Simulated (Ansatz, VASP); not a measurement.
# Rb in VASP and in Ansatz

```
Rb
1.0
    -2.46451    2.81658    2.81658
     2.81658   -2.46451    2.81658
     2.81658    2.81658   -2.46451
Rb
1
Direct
  0.00000 0.00000 0.00000
```

Alike in both runs: task single point; functional PBEsol; k mesh 14 × 14 × 14; occupations gaussian, width 0.15 eV; no spin polarisation.

|  | VASP | Ansatz |
| --- | --- | --- |
| version | VASP 6.6.1 | Ansatz 0.2.0 |
| potentials or method | VASP PAW PBE potentials, release 64 (Rb_sv), cutoff 520 eV | scalar-relativistic, plane waves, PAW |
| valence electrons in the cell | 9 | 9 |

```csv
,VASP,Ansatz,Ansatz less VASP
gap on the k mesh at the Fermi level (eV),none,none,-
pressure (GPa),0.0,0.0,0.00
"traceless stress, the component that is largest in VASP (GPa)",-0.17,-0.17,0.000
```

VASP's potentials were made for PBE, not for PBEsol. A gap of «none» marks a metal or a gap that the smearing closes.
